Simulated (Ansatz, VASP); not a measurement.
**One calculation of GaSb, two programs**

The input INCAR:

```
SYSTEM = GaSb
  PREC = Accurate
  ENCUT = 520
  EDIFF = 1E-6
  ISMEAR = -1
  SIGMA = 0.05
  LREAL = .FALSE.
  LASPH = .TRUE.
  NELM = 100
  ALGO = Normal
  ISIF = 2
  LWAVE = .FALSE.
  LCHARG = .FALSE.
  GGA = PS
  NBANDS = 16
```

File KPOINTS:

```
Automatic mesh
0
G
  11 11 11
  0 0 0
```

File POSCAR:

```
GaSb
1.0
    0.0000000000      2.7387177295      2.7387177295
    2.7387177295      0.0000000000      2.7387177295
    2.7387177295      2.7387177295      0.0000000000
Ga Sb
1 1
Direct
    0.0000000000      0.0000000000      0.0000000000
    0.2500000000      0.2500000000      0.2500000000
```

Input for Ansatz:

```yaml
crystal:
  lattice:
    - [0.0, 2.7387177295, 2.7387177295]
    - [2.7387177295, 0.0, 2.7387177295]
    - [2.7387177295, 2.7387177295, 0.0]
  atoms:
    - { symbol: Ga, position: [0.0, 0.0, 0.0] }
    - { symbol: Sb, position: [0.25, 0.25, 0.25] }
kpoints:
  mp_grid: { grid: [11, 11, 11] }
scf:
  occupations: { method: fermi_dirac, width: 0.05 }
hamiltonian:
  xc: pbesol
  pseudopotentials: { kind: paw }
output:
  forces: true
  stress: true
  eigenvalues: true
  populations: true
```

Change from the starting cell: volume scaled by 0.72, PAW files.

Alike in both runs: task single point; functional PBEsol; k mesh 11 × 11 × 11; occupations fermi-dirac, width 0.05 eV; no spin polarisation.

```csv
,VASP,Ansatz
version,VASP 6.6.1,Ansatz 0.2.0
potentials or method,"VASP PAW PBE potentials, release 64 (Ga_d, Sb)","PAW with Ansatz's default frozen-core files, scalar-relativistic"
plane-wave cutoff (eV),520,420
valence electrons in the cell,18,28
```

|  | VASP | Ansatz | Ansatz less VASP |
| --- | --- | --- | --- |
| pressure (GPa) | 36.8 | 36.5 | -0.29 |

VASP's potentials were made for PBE, not for PBEsol. Both programs put the cell under a high pressure, so it lies far from rest at this level. VASP's potentials hold 18 valence electrons a cell and Ansatz's 28, so a difference there can come from the potentials and not from the codes.

Neither program's run includes spin-orbit coupling.
